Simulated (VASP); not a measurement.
A run of VASP 6.6.1:

INCAR

```
SYSTEM = Ti3Al4Ni
PREC     = Accurate       ! precision mode
ENCUT    = 520            ! plane-wave cutoff, eV
EDIFF    = 1E-6           ! SCF threshold, eV
ISMEAR   = 0              ! smearing method
SIGMA    = 0.1            ! smearing width, eV
LREAL    = .False.        ! projectors in reciprocal space
LASPH    = .True.         ! aspherical terms in the spheres
NELM     = 80             ! most SCF steps
ALGO     = Fast           ! electronic algorithm
ISIF     = 2              ! what is computed and relaxed
LWAVE    = .False.        ! write WAVECAR
LCHARG   = .False.        ! write CHGCAR
GGA      = PE             ! functional
NBANDS   = 39             ! bands
```

The input KPOINTS:

```
Automatic mesh
0
Gamma
  6 6 10
  0 0 0
```

The input POSCAR:

```
Ti3Al4Ni
1.0
    5.8200008000      0.0000000000      0.0000000000
    0.0000000000      5.8200008000      0.0000000000
    0.0000000000      0.0000000000      3.6196499000
Ti Al Ni
3 4 1
Direct
    0.0000000000      0.0000000000      0.5000000000
    0.0000000000      0.5000000000      0.5000000000
    0.5000000000      0.0000000000      0.5000000000
    0.7314970000      0.7314970000      0.0000000000
    0.7314970000      0.2685030000      0.0000000000
    0.2685030000      0.7314970000      0.0000000000
    0.2685030000      0.2685030000      0.0000000000
    0.5000000000      0.5000000000      0.5000000000
```

Potentials or basis: VASP PAW PBE potentials, release 64 (Ti_sv, Al, Ni).

Launch:

```sh
$ cat potpaw_PBE.64/Ti_sv/POTCAR potpaw_PBE.64/Al/POTCAR potpaw_PBE.64/Ni/POTCAR > POTCAR
$ mpirun -np 1 vasp_std > vasp.out
```

Hardware: 1 thread of Intel(R) Xeon(R) 6975P-C (Granite Rapids) (shared host).

Problem. How long does it take, and how much memory?

Solution. Wall time 6.1 min on 1 thread of Intel(R) Xeon(R) 6975P-C (Granite Rapids), on a shared host, peak memory 0.41 GiB. Counts: scf iterations 31, k points 60.
